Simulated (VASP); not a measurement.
Input of a VASP 6.6.1 run:

Contents of INCAR:

```
SYSTEM = Ir
ALGO     = Normal         ! electronic algorithm
EDIFF    = 1E-6           ! SCF threshold, eV
ENCUT    = 520            ! plane-wave cutoff, eV
ISIF     = 2              ! what is computed and relaxed
ISMEAR   = 0              ! smearing method
LASPH    = .True.         ! aspherical terms in the spheres
LCHARG   = .False.        ! write CHGCAR
LREAL    = .False.        ! projectors in reciprocal space
LWAVE    = .False.        ! write WAVECAR
NBANDS   = 10             ! bands
NELM     = 60             ! most SCF steps
PREC     = Accurate       ! precision mode
SIGMA    = 0.15           ! smearing width, eV
```

Contents of KPOINTS:

```
k-points
0
Gamma
  22 22 22
  0 0 0
```

POSCAR

```
Ir
1.0
    0.0000000000      1.8568178116      2.1669063861
    1.8568178116      0.0000000000      2.1669063861
    1.8568178116      1.8568178116      0.0000000000
Ir
1
Direct
    0.0000000000      0.0000000000      0.0000000000
```

Potentials or basis: VASP PAW LDA potentials, release 64 (Ir).

Launch:

```bash
$ cat potpaw_LDA.64/Ir/POTCAR > POTCAR
$ mpirun -np 1 vasp_std > vasp.out
```

(1) Estimate the pressure.

Results:

(1) -18.1 GPa.
